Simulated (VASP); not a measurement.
CrPb7S8:

```xyz
16
Lattice="0.0000 5.9237 5.9237 5.9237 0.0000 5.9237 5.9237 5.9237 0.0000" Properties=species:S:1:pos:R:3 pbc="T T T"
Cr    0.0000    0.0000    0.0000
Pb    2.9619    2.9619    0.0000
Pb    2.9619    0.0000    2.9619
Pb    5.9237    2.9619    2.9619
Pb    0.0000    2.9619    2.9619
Pb    2.9619    5.9237    2.9619
Pb    2.9619    2.9619    5.9237
Pb    5.9237    5.9237    5.9237
S     2.9619    2.9619    2.9619
S     5.9237    5.9237    2.9619
S     5.9237    2.9619    5.9237
S     8.8856    5.9237    5.9237
S     2.9619    5.9237    5.9237
S     5.9237    8.8856    5.9237
S     5.9237    5.9237    8.8856
S     8.8856    8.8856    8.8856
```

* Program: VASP 6.6.1
* Task: relaxation of the atoms
* Functional: PBEsol
* Potentials or basis: VASP PAW PBE potentials, release 64 (Cr_pv, Pb_d, S)
* Cutoff: 520 eV
* k mesh: 3 × 3 × 3
* Occupations: gaussian, width 0.05 eV
* Spin: collinear spin, ferromagnetic start
* Starting moments: [4.0, 0.0, 0.0, 0.0, 0.0, 0.0, 0.0, 0.0, 0.0, 0.0, 0.0, 0.0, 0.0, 0.0, 0.0, 0.0] μB
* Hubbard terms: Cr d U = 3.0 eV

At the start: pressure -2.9 GPa; volume 25.98 Å³/atom.

Question: Where does the relaxation end?

Answer: Over 5 steps the energy falls by 18.3 meV/atom at a fixed cell; space group Fm-3m (No. 225, to 0.1 Å) before and after; moment 4.00 μB per cell.

Step by step:
```tsv
step	energy change (eV)	largest force (eV/Å)	pressure (GPa)
1	0.0000	0.5601	-2.87
2	-0.0837	0.4739	-2.98
3	-0.2485	0.2060	-3.20
4	-0.2240	0.2485	-3.39
5	-0.2925	0.0038	-3.33
```

Final structure:
```
Cr Pb S
1.0
     0.00000    5.92370    5.92370
     5.92370    0.00000    5.92370
     5.92370    5.92370    0.00000
Cr Pb S
1 7 8
Direct
  0.00000 0.00000 0.00000
  0.00000 0.00000 0.50000
  0.00000 0.50000 0.00000
  0.00000 0.50000 0.50000
  0.50000 0.00000 0.00000
  0.50000 0.00000 0.50000
  0.50000 0.50000 0.00000
  0.50000 0.50000 0.50000
  0.25000 0.25000 0.25000
  0.23468 0.23468 0.76532
  0.23468 0.76532 0.23468
  0.23468 0.76532 0.76532
  0.76532 0.23468 0.23468
  0.76532 0.23468 0.76532
  0.76532 0.76532 0.23468
  0.75000 0.75000 0.75000
```

Caveat: the PAW data sets were made with another functional, which shifts forces and pressure a little; a cell with one magnetic atom can't hold antiferromagnetic order, which such compounds often take.
